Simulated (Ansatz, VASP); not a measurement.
## Si3Ge2: VASP beside Ansatz

The input INCAR:

```
PREC     = Accurate       # precision mode
ENCUT    = 600            # plane-wave cutoff, eV
EDIFF    = 1E-6           # SCF threshold, eV
ISMEAR   = 0              # smearing method
SIGMA    = 0.1            # smearing width, eV
LREAL    = False          # projectors in reciprocal space
LASPH    = True           # aspherical terms in the spheres
NELM     = 60             # most SCF steps
ALGO     = Normal         # electronic algorithm
ISIF     = 3              # what is computed and relaxed
LWAVE    = False          # write WAVECAR
LCHARG   = False          # write CHGCAR
GGA      = PE             # functional
IBRION   = 2              # ionic algorithm
NSW      = 100            # ionic steps
EDIFFG   = -0.01          # ionic threshold
```

KPOINTS

```
regular mesh
0
Gamma
  18 18 4
```

The input POSCAR:

```
Si3Ge2
1.0
    2.7158932959      0.0000000000      0.0000000000
   -1.3579466479      2.3520325882      0.0000000000
    0.0000000000      0.0000000000     13.4406973839
Si Ge
3 2
Direct
    0.0000000000      0.0000000000      0.8057554535
    0.0000000000      0.0000000000      0.0000000000
    0.0000000000      0.0000000000      0.1942445465
    0.0000000000      0.0000000000      0.3953850563
    0.0000000000      0.0000000000      0.6046149437
```

Input for Ansatz:

```yaml
crystal:
  lattice:
    - [2.7158932959, 0.0, 0.0]
    - [-1.3579466479, 2.3520325882, 0.0]
    - [0.0, 0.0, 13.4406973839]
  atoms:
    - { symbol: Si, position: [0.0, 0.0, 0.8057554535] }
    - { symbol: Si, position: [0.0, 0.0, 0.0] }
    - { symbol: Si, position: [0.0, 0.0, 0.1942445465] }
    - { symbol: Ge, position: [0.0, 0.0, 0.3953850563] }
    - { symbol: Ge, position: [0.0, 0.0, 0.6046149437] }
basis:
  ecutwfc: 420
kpoints:
  mp_grid: { grid: [18, 18, 4] }
hamiltonian:
  xc: pbe
scf:
  occupations: { method: gaussian, width: 0.1 }
output:
  forces: true
  stress: true
  eigenvalues: true
relax:
  adjacent_minimum: "off"
  f_tol: 0.01
  max_steps: 80
  cell: { stress_tol: 0.05 }
```

Alike in both runs: task relaxation of cell and atoms; functional PBE; k mesh 18 × 18 × 4; occupations gaussian, width 0.1 eV; no spin polarisation.

|  | VASP | Ansatz |
| --- | --- | --- |
| version | VASP 6.6.1 | Ansatz 0.2.0 |
| potentials or method | VASP PAW PBE potentials, release 64 (Si, Ge_d), cutoff 600 eV | scalar-relativistic, plane waves, PAW |
| valence electrons in the cell | 40 | 40 |

Ansatz gave:

- gap on the k mesh at the Fermi level, each at its own relaxed structure (eV): none
- relaxed volume (Å³/atom): 16.84
- relaxed cell length with the largest relative difference (Å): 12.827

Problem. What did VASP give for the same quantities?

Solution. gap on the k mesh at the Fermi level, each at its own relaxed structure (eV): none; relaxed volume (Å³/atom): 16.82; relaxed cell length with the largest relative difference (Å): 12.776.

A gap of «none» marks a metal or a gap that the smearing closes.

Noted on VASP's run: too few bands were computed for a metal, which touches its energy and stress.
